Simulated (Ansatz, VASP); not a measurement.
## One calculation of WSe2, two programs

File INCAR:

```
ALGO = Normal
EDIFF = 1E-7
ENCUT = 520
GGA = CA
ISIF = 2
ISMEAR = 0
LASPH = T
LCHARG = F
LREAL = F
LWAVE = F
NBANDS = 20
NELM = 60
PREC = Accurate
SIGMA = 0.05
```

KPOINTS

```
k-points
0
Gamma
  12 12 2
```

Contents of POSCAR:

```
WSe2
1.0
    3.3179375931      0.0000000000      0.0000000000
   -1.6589687966      2.8734182438      0.0000000000
    0.0000000000      0.0000000000     16.6581424200
W Se
1 2
Direct
    0.0000000000      0.0000000000      0.0000000000
    0.4215751095      0.7312641301      0.0997865200
    0.2450915572      0.6020692032      0.9002134800
```

Input for Ansatz:

```yaml
crystal:
  lattice:
    - [3.3179375931, 0.0, 0.0]
    - [-1.6589687966, 2.8734182438, 0.0]
    - [0.0, 0.0, 16.65814242]
  atoms:
    - { symbol: W, position: [0.0, 0.0, 0.0] }
    - { symbol: Se, position: [0.4215751095, 0.7312641301, 0.09978652] }
    - { symbol: Se, position: [0.2450915572, 0.6020692032, 0.90021348] }
basis:
  ecutwfc: 420
kpoints:
  mp_grid: { grid: [12, 12, 2] }
hamiltonian:
  xc: lda
scf:
  occupations: { method: gaussian, width: 0.05 }
output:
  forces: true
  stress: true
  eigenvalues: true
```

Change from the starting cell: mode 4 (168.4 1/cm) frozen in, largest displacement +0.263 Å.

Alike in both runs: task single point; functional LDA; k mesh 12 × 12 × 2; occupations gaussian, width 0.05 eV; no spin polarisation.

```csv
,VASP,Ansatz
version,VASP 6.6.1,Ansatz 0.2.0
potentials or method,"VASP PAW LDA potentials, release 64 (W_sv, Se), cutoff 520 eV","scalar-relativistic, plane waves, PAW"
valence electrons in the cell,26,46
```

Ansatz gave:

| Item | Value |
| --- | --- |
| gap on the k mesh at the Fermi level (eV) | 1.40 |
| least direct gap on the mesh (eV) | 1.40 |
| rms of the force components (eV/Å) | 1.086 |

Question: Estimate VASP's values.

Answer: gap on the k mesh at the Fermi level (eV): 1.40; least direct gap on the mesh (eV): 1.40; rms of the force components (eV/Å): 1.104.

LDA's correlation is that of Perdew and Zunger in VASP and of Perdew and Wang (1992) in Ansatz. Atom by atom the forces differ by 0.048 eV/Å (rms over components). VASP's potentials hold 26 valence electrons a cell and Ansatz's 46, so a difference there can come from the potentials and not from the codes.

Spin-orbit coupling is off throughout.
